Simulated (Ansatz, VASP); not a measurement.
## BN in VASP and in Ansatz

```
CELL_PARAMETERS angstrom
0.00000 1.71336 1.71336
1.71336 0.00000 1.71336
1.76020 1.76020 -0.04683
ATOMIC_POSITIONS crystal
B 0.00000 0.00000 0.00000
N 0.75000 0.75000 0.75000
```

Alike in both runs: task single point; functional PBE; k mesh 12 × 12 × 12; occupations gaussian, width 0.05 eV; no spin polarisation.

|  | VASP | Ansatz |
| --- | --- | --- |
| version | VASP 6.6.1 | Ansatz 0.2.0 |
| potentials or method | VASP PAW PBE potentials, release 64 (B, N), cutoff 600 eV | scalar-relativistic, plane waves, PAW |
| valence electrons in the cell | 8 | 8 |

VASP gave:

```
gap on the k mesh at the Fermi level (eV) : 4.45
least direct gap on the mesh (eV)         : 8.27
rms of the force components (eV/Å)        : 0.175
```

Q: Estimate Ansatz's values.

A: gap on the k mesh at the Fermi level (eV): 4.46; least direct gap on the mesh (eV): 8.28; rms of the force components (eV/Å): 0.168.

Atom by atom the forces differ by 0.007 eV/Å (rms over components).
